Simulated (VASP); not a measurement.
# LaTaTl3 (Pm-3m) in VASP: notebook, part 2 of 2

VASP 6.6.1. Earlier steps stand in the parts before.

## 4. Relaxation of cell and atoms, PBE

INCAR

```
SYSTEM = LaTaTl3
PREC = Accurate
ENCUT = 600
EDIFF = 1E-6
ISMEAR = 0
SIGMA = 0.1
LREAL = .False.
LASPH = .True.
NELM = 60
ALGO = Fast
ISIF = 3
LWAVE = .False.
LCHARG = .False.
GGA = PE
IBRION = 2
NSW = 100
EDIFFG = -0.01
```

KPOINTS

```
regular mesh
0
Gamma
  8 8 8
  0 0 0
```

POSCAR

```
LaTaTl3
1.0
    5.4379695100      0.0000000000      0.0000000000
    0.0000000000      5.4379695100      0.0000000000
    0.0000000000      0.0000000000      5.4379695100
La Ta Tl
1 1 3
Direct
    0.5000000000      0.5000000000      0.5000000000
    0.0000000000      0.0000000000      0.0000000000
    0.5000000000      0.0000000000      0.0000000000
    0.0000000000      0.5000000000      0.0000000000
    0.0000000000      0.0000000000      0.5000000000
```

Potentials or basis: VASP PAW PBE potentials, release 64 (La, Ta_pv, Tl_d).

Launch:

```
$ cat potpaw_PBE.64/La/POTCAR potpaw_PBE.64/Ta_pv/POTCAR potpaw_PBE.64/Tl_d/POTCAR > POTCAR
$ mpirun -np 1 vasp_std > vasp.out
```

OUTCAR:

```text
SYSTEM = LaTaTl3
   PREC = Accurate
   ENCUT = 600
   EDIFF = 1E-6
   ISMEAR = 0
   LREAL = .False.
   LASPH = .True.
   NELM = 60
   ISIF = 3
   GGA = PE
   IBRION = 2
   NSW = 100
   EDIFFG = -0.01

 ion  position               nearest neighbor table
   1  0.500  0.500  0.500-   3 3.85   4 3.85   5 3.85   3 3.85   4 3.85   3 3.85   5 3.85   3 3.85
                             4 3.85   5 3.85   4 3.85   5 3.85
   2  0.000  0.000  0.000-   3 2.72   4 2.72   5 2.72   5 2.72   4 2.72   3 2.72
   3  0.500  0.000  0.000-   2 2.72   2 2.72   4 3.85   5 3.85   1 3.85   5 3.85   1 3.85   4 3.85
                             1 3.85   1 3.85   4 3.85   5 3.85   5 3.85   4 3.85
   4  0.000  0.500  0.000-   2 2.72   2 2.72   3 3.85   5 3.85   1 3.85   5 3.85   1 3.85   3 3.85
                             5 3.85   5 3.85   1 3.85   3 3.85   1 3.85   3 3.85
   5  0.000  0.000  0.500-   2 2.72   2 2.72   3 3.85   4 3.85   1 3.85   3 3.85   4 3.85   1 3.85
                             4 3.85   4 3.85   1 3.85   3 3.85   3 3.85   1 3.85
[... 280 lines left out ...]

 E-fermi :   5.9762     XC(G=0):  -9.7025

 val. band max:        5.9658870331   @ k =   0.3750   0.2500   0.1250
 cond. band min:       5.9974924339   @ k =   0.3750   0.2500   0.0000
 fundamental gap:      0.0316054008
 Fermi energy:         5.9761992386

 k-point     1 :       0.0000    0.0000    0.0000
  band No.  band energies     occupation
      1     -28.7405      2.00000
      2     -28.7405      2.00000
      3     -28.7405      2.00000
      4     -28.2574      2.00000
      5     -11.8537      2.00000
      6     -11.8537      2.00000
[... 925 lines left out ...]
     35       6.5583      0.00000
     36       6.5709      0.00000

 [... further k-points ...]

------------------------ aborting loop because EDIFF is reached ----------------------------------------

  FORCE on cell =-STRESS in cart. coord.  units (eV):
  Direction    XX          YY          ZZ          XY          YZ          ZX
  --------------------------------------------------------------------------------------
  -------------------------------------------------------------------------------------
  Total       -0.0052747     -0.0052747     -0.0052747      0.0000000      0.0000000     -0.0000000
  in kB       -0.0533331     -0.0533331     -0.0533331      0.0000000      0.0000000     -0.0000000
  external PRESSURE =      -0.0533331 kB  Pullay stress =       0.0000000 kB
[... 20 lines left out ...]
  FREE ENERGIE OF THE ION-ELECTRON SYSTEM (eV)
  ---------------------------------------------------
  free  energy   TOTEN  =       -21.7964720021 eV

  energy  without entropy=      -21.7755552391  energy(sigma->0) =      -21.78601362

 reached required accuracy - stopping structural energy minimisation
```

CONTCAR:

```text
LaTaTl3
   1.00000000000000
     5.4113196936939394    0.0000000000000000   -0.0000000000000000
     0.0000000000000000    5.4113196936939394   -0.0000000000000000
     0.0000000000000000    0.0000000000000000    5.4113196936939394
  La              Ta              Tl
     1     1     3
Direct
     0.5000000000000000    0.5000000000000000    0.5000000000000000
     0.0000000000000000    0.0000000000000000    0.0000000000000000
     0.5000000000000000    0.0000000000000000    0.0000000000000000
     0.0000000000000000    0.5000000000000000    0.0000000000000000
     0.0000000000000000    0.0000000000000000    0.5000000000000000

  0.00000000E+00  0.00000000E+00  0.00000000E+00
  0.00000000E+00  0.00000000E+00  0.00000000E+00
  0.00000000E+00  0.00000000E+00  0.00000000E+00
  0.00000000E+00  0.00000000E+00  0.00000000E+00
  0.00000000E+00  0.00000000E+00  0.00000000E+00
```

Wall time 19 min (1 thread of Intel Xeon Platinum 8488C (Sapphire Rapids), shared host); peak memory 0.53 GiB.

What came out:

* Free energy: -21.7965 eV
* Relaxed volume: 31.69 Å³/atom
* Relaxed cell: a = 5.411 Å, b = 5.411 Å, c = 5.411 Å, α = 90.00°, β = 90.00°, γ = 90.00°
* Space group after relaxing (to 0.1 Å): Pm-3m (No. 221)
* Energy gained by relaxing: 1.2 meV/atom
* Ionic steps: 3
* Pressure after relaxing: 0.0 GPa
* Band gap on the k mesh: zero (an odd number of electrons rules out a gap without spin polarisation)

Step by step:
| step | energy change (eV) | largest force (eV/Å) | pressure (GPa) | volume (Å³) |
| --- | --- | --- | --- | --- |
| 1 | 0.0000 | 0.0000 | -0.79 | 160.81 |
| 2 | -0.0040 | 0.0000 | 0.51 | 157.17 |
| 3 | -0.0058 | 0.0000 | -0.01 | 158.46 |

Final structure:
```yaml
crystal:
  lattice:
    - [5.41132, 0.00000, 0.00000]
    - [0.00000, 5.41132, 0.00000]
    - [0.00000, 0.00000, 5.41132]
  atoms:
    - { symbol: La, position: [0.50000, 0.50000, 0.50000] }
    - { symbol: Ta, position: [0.00000, 0.00000, 0.00000] }
    - { symbol: Tl, position: [0.50000, 0.00000, 0.00000] }
    - { symbol: Tl, position: [0.00000, 0.50000, 0.00000] }
    - { symbol: Tl, position: [0.00000, 0.00000, 0.50000] }
```

Levels at points of the mesh, in eV from the Fermi level:
```csv
k point,band 27,band 28,band 29,band 30,band 31,band 32,band 33,band 34,band 35,band 36
"(0.00, 0.00, 0.00)",-1.32,-1.32,0.41,0.41,0.41,0.43,0.43,0.43,0.59,0.68
"(0.50, 0.00, 0.00)",-1.29,-1.29,-0.82,-0.82,-0.77,0.07,0.44,0.58,0.60,0.63
"(0.50, 0.50, 0.00)",-2.67,-1.32,-1.32,-1.26,0.36,0.38,0.38,0.57,0.58,0.61
"(0.50, 0.50, 0.50)",-2.48,-2.48,-2.48,-1.27,-1.27,0.55,0.55,0.55,0.56,0.56
```

Caveat: spin-orbit coupling is left out, which moves the levels of the heavy elements.

## 5. Overview

| task | cell | k mesh | cutoff (eV) | gap on the mesh (eV) | pressure (GPa) |
| --- | --- | --- | --- | --- | --- |
| single point | a = 5.438 Å, 5 atoms | 4 × 4 × 4 | 520 | none | -0.7 |
| single point | a = 5.413 Å, 5 atoms | 8 × 8 × 8 | 520 | none | -0.1 |
| relaxation of cell and atoms | relaxed from a = 5.438 Å, 5 atoms | 8 × 8 × 8 | 600 | none | 0.0 |

Alike in all rows: level PBE; potentials or basis VASP PAW PBE potentials, release 64 (La, Ta_pv, Tl_d); no spin polarisation; smearing gaussian 0.1 eV.

Caveats: spin-orbit coupling is left out, which moves the levels of the heavy elements.

Absolute energies hang on the potentials; compare differences alone.

The gap in the log of VASP goes by the Fermi energy; the results here count the filled bands.